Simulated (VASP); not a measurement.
Runs of VASP 6.6.1 on Cu. The structure is that of space group Im-3m (No. 229), or close to it. The cells are those of the table. 

```csv
level,potentials or basis,cell,k mesh,cutoff (eV),smearing,second run,gap on the mesh (eV),pressure (GPa)
PBEsol,"VASP PAW PBE potentials, release 64 (Cu)","a = 2.461 Å, angles 108.2, 108.2, 112.0°, 1 atom",12 × 12 × 12,520,gaussian 0.1 eV,-,none,-0.8
PBEsol,"VASP PAW PBE potentials, release 64 (Cu)","a = 2.461 Å, angles 108.2, 108.2, 112.0°, 1 atom",14 × 14 × 14,520,gaussian 0.1 eV,-,none,-0.5
PBEsol,"VASP PAW PBE potentials, release 64 (Cu)","a = 2.461 Å, angles 108.2, 108.2, 112.0°, 1 atom","12 × 12 × 12, shifted",520,gaussian 0.1 eV,-,none,(b)
PBEsol,"VASP PAW PBE potentials, release 64 (Cu_sv_GW)","a = 2.461 Å, angles 108.2, 108.2, 112.0°, 1 atom",4 × 4 × 4,700,gaussian 0.1 eV,valence_matched,none,(a)
PBEsol,"VASP PAW PBE potentials, release 64 (Cu)","a = 2.461 Å, angles 108.2, 108.2, 112.0°, 1 atom",20 × 20 × 20,520,gaussian 0.1 eV,-,none,-0.7
LDA,"VASP PAW LDA potentials, release 64 (Cu)","a = 2.424 Å, angles 107.8, 107.8, 112.8°, 1 atom",20 × 20 × 20,520,gaussian 0.1 eV,-,none,1.4
PBEsol,"VASP PAW PBE potentials, release 64 (Cu)","a = 2.458 Å, angles 107.8, 107.8, 113.0°, 1 atom",6 × 6 × 6,520,gaussian 0.1 eV,-,none,0.7
LDA,"VASP PAW LDA potentials, release 64 (Cu)","a = 2.461 Å, angles 108.2, 108.2, 112.0°, 1 atom",20 × 20 × 20,520,gaussian 0.1 eV,-,none,-7.0
PBEsol,"VASP PAW PBE potentials, release 64 (Cu)","a = 2.461 Å, angles 108.2, 108.2, 112.0°, 1 atom",10 × 10 × 10,520,gaussian 0.05 eV,-,none,-0.8
PBEsol,"VASP PAW PBE potentials, release 64 (Cu)","a = 2.461 Å, angles 108.2, 108.2, 112.0°, 1 atom",6 × 6 × 6,520,gaussian 0.1 eV,-,none,0.0
PBEsol,"VASP PAW PBE potentials, release 64 (Cu)","a = 2.461 Å, angles 108.2, 108.2, 112.0°, 1 atom",10 × 10 × 10,520,gaussian 0.2 eV,-,none,-0.5
PBEsol,"VASP PAW PBE potentials, release 64 (Cu)","a = 2.453 Å, angles 108.8, 108.8, 110.9°, 1 atom",8 × 8 × 8,520,gaussian 0.1 eV,-,none,0.7
```

Alike in all rows: task single point; no spin polarisation.

Fill in the values left out.

(a) -6.1; (b) -0.6.

Caveats: some runs use coarse meshes; the PAW data sets were made with another functional, which shifts forces and pressure a little (some runs).

A gap of «none» marks levels without a gap at the run's occupations.

The runs don't all hold the same shells in valence.
